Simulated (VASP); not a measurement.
NaF:

```
CELL_PARAMETERS angstrom
2.32000 2.32000 0.00000
-2.32000 2.32000 0.00000
0.00000 2.32000 2.32000
ATOMIC_POSITIONS crystal
Na 0.00000 0.00000 0.00000
F 0.50000 0.50000 0.00000
```

* Program: VASP 6.6.1
* Task: relaxation of cell and atoms
* Functional: r2SCAN
* Potentials or basis: VASP PAW PBE potentials, release 64 (Na_sv, F)
* Cutoff: 970 eV
* k mesh: 12 × 12 × 12
* Occupations: fermi-dirac, width 0.05 eV
* Spin: no spin polarisation

At the start: pressure -2.1 GPa; volume 12.49 Å³/atom.

Task: How do energy, volume and symmetry change on relaxing?

Result: Over 4 steps the energy falls by 3.3 meV/atom and the volume is 12.00 Å³/atom (-3.9 %); space group Fm-3m (No. 225, to 0.1 Å) before and after.

Step by step:
| step | energy change (eV) | largest force (eV/Å) | pressure (GPa) | volume (Å³) |
| --- | --- | --- | --- | --- |
| 1 | 0.0000 | 0.0000 | -2.07 | 24.97 |
| 2 | -0.0054 | 0.0000 | -0.91 | 24.40 |
| 3 | -0.0066 | 0.0000 | -0.04 | 24.01 |
| 4 | -0.0066 | 0.0000 | 0.00 | 23.99 |

Final structure:
```
CELL_PARAMETERS angstrom
2.28915 2.28915 0.00000
-2.28915 2.28915 0.00000
0.00000 2.28915 2.28915
ATOMIC_POSITIONS crystal
Na 0.00000 0.00000 0.00000
F 0.50000 0.50000 0.00000
```

Caveat: the PAW data sets were made with another functional, which shifts forces and pressure a little.
